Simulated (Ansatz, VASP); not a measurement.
## SiC in VASP and in Ansatz

Contents of INCAR:

```
ALGO = Normal
EDIFF = 1E-6
ENCUT = 600
GGA_COMPAT = False
ISIF = 2
ISMEAR = 0
LASPH = True
LCHARG = False
LREAL = False
LWAVE = False
NBANDS = 11
NELM = 120
PREC = Accurate
SIGMA = 0.02
```

Contents of KPOINTS:

```
k-points
0
Gamma
  12 12 12
```

Contents of POSCAR:

```
SiC
1.0
    0.0000000000      2.1645334607      2.1645334607
    2.1645334607      0.0000000000      2.1645334607
    2.1645334607      2.1645334607      0.0000000000
Si C
1 1
Direct
    0.0000000000      0.0000000000      0.0000000000
    0.2500000000      0.2500000000      0.2500000000
```

Input for Ansatz:

```yaml
crystal:
  lattice:
    - [0.0, 2.1645334607, 2.1645334607]
    - [2.1645334607, 0.0, 2.1645334607]
    - [2.1645334607, 2.1645334607, 0.0]
  atoms:
    - { symbol: Si, position: [0.0, 0.0, 0.0] }
    - { symbol: C, position: [0.25, 0.25, 0.25] }
basis:
  ecutwfc: 420
kpoints:
  mp_grid: { grid: [12, 12, 12] }
  band_path:
    path:
      - [[0.0, 0.0, 0.0], [-0.5, -0.5, 0.0], [-0.375, -0.375, 0.25]]
      - [[-0.375, 0.0, 0.375], [0.0, 0.0, 0.0], [0.0, 0.0, 0.5], [-0.5, -0.25, 0.25], [-0.5, -0.5, 0.0]]
    npoints: 10
hamiltonian:
  xc: lda
  pseudopotentials: { kind: paw, azcp: { folder: soft_1 } }
scf:
  occupations: { method: gaussian, width: 0.02 }
  n_extra_bands: 7
output:
  forces: true
  stress: true
  eigenvalues: true
```

Alike in both runs: task single point; functional LDA; k mesh 12 × 12 × 12; occupations gaussian, width 0.02 eV; no spin polarisation.

|  | VASP | Ansatz |
| --- | --- | --- |
| version | VASP 6.6.1 | Ansatz 0.2.0 |
| potentials or method | VASP PAW LDA potentials, release 64 (Si, C), cutoff 600 eV | scalar-relativistic, plane waves, PAW |
| valence electrons in the cell | 8 | 8 |

Ansatz gave:

| Quantity | Value |
| --- | --- |
| gap on the k mesh at the Fermi level (eV) | 1.30 |
| least direct gap on the mesh (eV) | 4.54 |
| pressure (GPa) | 0.0 |

Q: Estimate VASP's values.

A: gap on the k mesh at the Fermi level (eV): 1.29; least direct gap on the mesh (eV): 4.52; pressure (GPa): 0.2.

Ansatz warns that its potentials were made for another functional, while VASP's fit it. LDA's correlation is that of Perdew and Zunger in VASP and of Perdew and Wang (1992) in Ansatz.
